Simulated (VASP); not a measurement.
Wanted: the native input for a VASP 6.6.1 run.

| Item | Value |
| --- | --- |
| Task | single point |
| Functional | r2SCAN |
| Potentials or basis | VASP PAW PBE potentials, release 64 (V_sv) |
| Cutoff | 520 eV |
| k mesh | 4 × 7 × 7, shifted |
| Occupations | fermi-dirac, width 0.1 eV |
| Spin | non-collinear spin, typed start, spin-orbit coupling |
| Starting moments | [[0.062, 1.411, 1.416], [0.062, 1.411, 1.416]] μB |
| Hubbard terms | V d U = 1.41 eV |
| Dipole correction | no |
| Further INCAR settings | ALGO = Normal; EDIFF = 1e-06; NBANDS = 38; ISYM = -1 |

V:

```xyz
2
Lattice="0.1396 3.1713 3.1809 1.5241 -1.4661 1.5406 1.5881 1.5678 -1.5028" Properties=species:S:1:pos:R:3 pbc="T T T"
V     0.2305    2.9805    3.1402
V     1.6056    1.8020    1.6629
```

The input as run:

POSCAR

```
V
1.0
    0.1395650000      3.1713000000      3.1808640000
    1.5241120000     -1.4660670000      1.5406320000
    1.5880670000      1.5678270000     -1.5028270000
V
2
Direct
    0.9628320000      0.0564880000      0.0063210000
    0.5347040000      0.4729860000      0.5100880000
```

INCAR.step1

```
  PREC = Accurate
  ENCUT = 520
  ISMEAR = -1
  SIGMA = 0.1
  LREAL = False
  LASPH = True
  NELM = 150
  MAGMOM = 0.062 1.411 1.416 0.062 1.411 1.416
  LSORBIT = True
  GGA_COMPAT = False
  LMAXMIX = 4
  LDAU = True
  LDAUTYPE = 2
  LDAUL = 2
  LDAUU = 1.41
  LDAUJ = 0
  NBANDS = 38
  ISYM = -1
  GGA = PE
  ALGO = Normal
  EDIFF = 1E-4
  LWAVE = True
  LCHARG = False
```

INCAR.step2

```
  PREC = Accurate
  ENCUT = 520
  EDIFF = 1E-6
  ISMEAR = -1
  SIGMA = 0.1
  LREAL = False
  LASPH = True
  NELM = 150
  ALGO = Normal
  ISIF = 2
  LWAVE = False
  LCHARG = False
  MAGMOM = 0.062 1.411 1.416 0.062 1.411 1.416
  LORBIT = 11
  LSORBIT = True
  GGA_COMPAT = False
  LORBMOM = True
  LMAXMIX = 4
  LDAU = True
  LDAUTYPE = 2
  LDAUL = 2
  LDAUU = 1.41
  LDAUJ = 0
  LDAUPRINT = 1
  METAGGA = R2SCAN
  LMIXTAU = True
  NBANDS = 38
  ISYM = -1
  ISTART = 1
```

KPOINTS

```
Automatic mesh
0
Gamma
  4 7 7
  0.5 0.5 0
```

Potentials or basis: VASP PAW PBE potentials, release 64 (V_sv).

The run is started by

```console
$ cat potpaw_PBE.64/V_sv/POTCAR > POTCAR
$ cp INCAR.step1 INCAR
$ mpirun -np 1 vasp_ncl > vasp.out
$ cp INCAR.step2 INCAR
$ mpirun -np 1 vasp_ncl > vasp.out
```

It gave:

The pressure is -8.1 GPa, the largest force is 1.565 eV/Å and the net moment is 0.00 μB per cell. The valence electrons inside the program's atomic spheres are V 11.52.

Caveat: the k points lie up to 0.36 Å⁻¹ apart; the PAW data sets were made with another functional, which shifts forces and pressure a little; the U is typed as a test and isn't derived for this compound.

Wall time 110 min on 1 thread of Oxide Virtual Turin-like Processor, with other jobs on the host, peak memory 0.4 GiB.
